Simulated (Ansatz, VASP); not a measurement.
**Two plane-wave programs on HCN**

```
C N H
1.0
    14.00000    0.00000    0.00000
     0.00000   14.50000    0.00000
     0.00000    0.00000   15.00000
C N H
1 1 1
Cartesian
  6.9606 7.2470 7.5019
  8.1174 7.2705 7.4879
  5.8855 7.2253 7.5148
```

Alike in both runs: functional PBE; dispersion D3(BJ); k mesh 1 × 1 × 1; occupations gaussian, width 0.005 eV; no spin polarisation.

Ansatz relaxed the structure, and its values are those at the end. VASP's run is a single point on that final structure, the one shown.

|  | VASP | Ansatz |
| --- | --- | --- |
| version | VASP 6.6.1 | Ansatz 0.2.0 |
| potentials or method | VASP PAW PBE potentials, release 64 (C, N, H), cutoff 520 eV | scalar-relativistic, plane waves, PAW |
| valence electrons in the cell | 10 | 10 |

```tsv
	VASP	Ansatz	Ansatz less VASP
gap on the k mesh at the Fermi level (eV)	7.89	7.88	-0.013
rms of the force components (eV/Å)	0.215	0.001	-0.2143
```

One of these differences is far larger than is usual between the two programs; its cause wasn't traced.

Noted on VASP's run: the standard files for N, O and F lose accuracy on very short bonds.
